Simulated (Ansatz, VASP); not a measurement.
# One calculation of LaMnAl3, two programs

```
La Al Mn
1.0
     3.01792    1.74239    4.86089
    -3.01792    1.74239    4.86089
     0.00000   -3.48479    4.86089
La Al Mn
2 6 2
Direct
  0.25000 0.25000 0.25000
  0.75000 0.75000 0.75000
  0.70520 0.79480 0.25000
  0.25000 0.70520 0.79480
  0.79480 0.25000 0.70520
  0.29480 0.20520 0.75000
  0.75000 0.29480 0.20520
  0.20520 0.75000 0.29480
  0.00000 0.00000 0.00000
  0.50000 0.50000 0.50000
```

Alike in both runs: task single point; functional PBE; k mesh 4 × 4 × 4; occupations fermi-dirac, width 0.0111 eV; no spin polarisation.

|  | VASP | Ansatz |
| --- | --- | --- |
| version | VASP 6.6.1 | Ansatz 0.2.0 |
| potentials or method | VASP PAW PBE potentials, release 64 (La, Al, Mn_pv), cutoff 520 eV | PAW plane waves |
| valence electrons in the cell | 66 | 70 |

```csv
,VASP,Ansatz,Ansatz less VASP
gap on the k mesh at the Fermi level (eV),none,none,-
rms of the force components (eV/Å),0.715,0.714,-0.0013
```

Atom by atom the forces differ by 0.001 eV/Å (rms over components). A gap of «none» marks a metal or a gap that the smearing closes. VASP's potentials hold 66 valence electrons a cell and Ansatz's 70, so a difference there can come from the potentials and not from the codes. Ansatz's warnings: structure snapped to symmetry.

Neither program's run includes spin-orbit coupling.
